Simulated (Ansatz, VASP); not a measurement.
Two plane-wave programs on LiCl

The input POSCAR:

```
LiCl
1.0
    0.0000000000      2.5647700000      2.5647700000
    2.5647700000      0.0000000000      2.5647700000
    2.5647700000      2.5647700000      0.0000000000
Cl Li
1 1
Direct
    0.5000000000      0.5000000000      0.5000000000
    0.0000000000      0.0000000000      0.0000000000
```

The input INCAR.step1:

```
ALGO = Normal ; EDIFF = 1E-5
ENCUT = 520 ; GGA = PE
ISIF = 2 ; ISMEAR = 1
LASPH = T ; LREAL = F
LWAVE = T ; NBANDS = 12
NELM = 60 ; PREC = Accurate
SIGMA = 0.01
```

Contents of INCAR.step2:

```
AEXX = 0.25 ; ALGO = Normal
EDIFF = 1E-6 ; ENCUT = 520
GGA = PE ; ISIF = 2
ISMEAR = 1 ; ISTART = 1
LASPH = T ; LCHARG = T
LELF = T ; LHFCALC = T
LREAL = F ; LVHAR = T
LWAVE = F ; NBANDS = 12
NELM = 60 ; PREC = Accurate
PRECFOCK = Normal ; SIGMA = 0.01
```

Contents of KPOINTS:

```
k-points
0
Gamma
  5 5 5
```

The input input.yaml:

```yaml
crystal:
  lattice:
    - [0.0, 2.56477, 2.56477]
    - [2.56477, 0.0, 2.56477]
    - [2.56477, 2.56477, 0.0]
  atoms:
    - { symbol: Cl, position: [0.5, 0.5, 0.5] }
    - { symbol: Li, position: [0.0, 0.0, 0.0] }
hamiltonian:
  xc: pbe0
  pseudopotentials: { kind: paw }
kpoints:
  mp_grid: { grid: [5, 5, 5] }
  band_path:
    path:
      - [[0.0, 0.0, 0.0], [0.5, 0.0, 0.5], [0.5, 0.25, 0.75], [0.375, 0.375, 0.75], [0.0, 0.0, 0.0], [0.5, 0.5, 0.5], [0.625, 0.25, 0.625], [0.5, 0.25, 0.75], [0.5, 0.5, 0.5], [0.375, 0.375, 0.75]]
      - [[0.625, 0.25, 0.625], [0.5, 0.0, 0.5]]
    npoints: 4
scf:
  occupations: { method: cold, width: 0.01 }
  n_extra_bands: 6
output:
  forces: true
  stress: true
  eigenvalues: true
  fatbands: false
  write_density: true
  write_potential: true
  elf: true
  volumetric_format: npy
```

Alike in both runs: functional PBE0; k mesh 5 × 5 × 5; no spin polarisation.

|  | VASP | Ansatz |
| --- | --- | --- |
| version | VASP 6.6.1 | Ansatz 0.2.0 |
| potentials or method | VASP PAW PBE potentials, release 64 (Cl, Li_sv) | Ansatz PAW |
| plane-wave cutoff (eV) | 520 | 420 |
| occupations | methfessel-paxton of order 1, width 0.01 eV | cold, width 0.01 eV |
| valence electrons in the cell | 10 | 10 |
| task | single point | band structure |

Ansatz gave:

| Property | Result |
| --- | --- |
| gap on the k mesh at the Fermi level (eV) | 8.45 |
| least direct gap on the mesh (eV) | 8.45 |

Estimate VASP's values.

gap on the k mesh at the Fermi level (eV): 8.47; least direct gap on the mesh (eV): 8.47.

The k mesh is coarse, so the values compare programs but aren't converged. Noted on VASP's run: the cutoff is short for stress, so the pressure is rough.
